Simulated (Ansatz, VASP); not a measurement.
## ZrNbSe3: VASP beside Ansatz

```
Zr Nb Se
1.0
     4.69587    0.00000    0.00000
     0.00000    4.69587    0.00000
     0.00000    0.00000    5.70638
Zr Nb Se
1 1 3
Direct
  0.00000 0.00000 0.50000
  0.50000 0.50000 0.00000
  0.00000 0.50000 0.68944
  0.50000 0.00000 0.31056
  0.00000 0.00000 0.00000
```

Alike in both runs: functional PBE; k mesh 4 × 4 × 4; occupations gaussian, width 0.1 eV; collinear spin.

Ansatz relaxed the structure, and its values are those at the end. VASP's run is a single point on that final structure, the one shown.

|  | VASP | Ansatz |
| --- | --- | --- |
| version | VASP 6.6.1 | Ansatz 0.2.0 |
| potentials or method | VASP PAW PBE potentials, release 64 (Zr_sv, Nb_sv, Se), cutoff 520 eV | scalar-relativistic, plane waves, PAW |
| valence electrons in the cell | 43 | 73 |

Ansatz gave:

- gap on the k mesh at the Fermi level (eV): none
- pressure (GPa): 0.0
- net moment per atom (μB): 0.59
- size of the moment on the site where the two differ most (μB): 0.19

Q: Estimate VASP's values.

A: gap on the k mesh at the Fermi level (eV): none; pressure (GPa): 0.0; net moment per atom (μB): 0.59; size of the moment on the site where the two differ most (μB): 0.24.

Site moments also hang on the region over which each program counts them. A gap of «none» marks a metal or a gap that the smearing closes. With one functional, cell and mesh, what is left measures potentials, basis and numerics. VASP's potentials hold 43 valence electrons a cell and Ansatz's 73, so a difference there can come from the potentials and not from the codes. Ansatz's warnings: no starting moments.
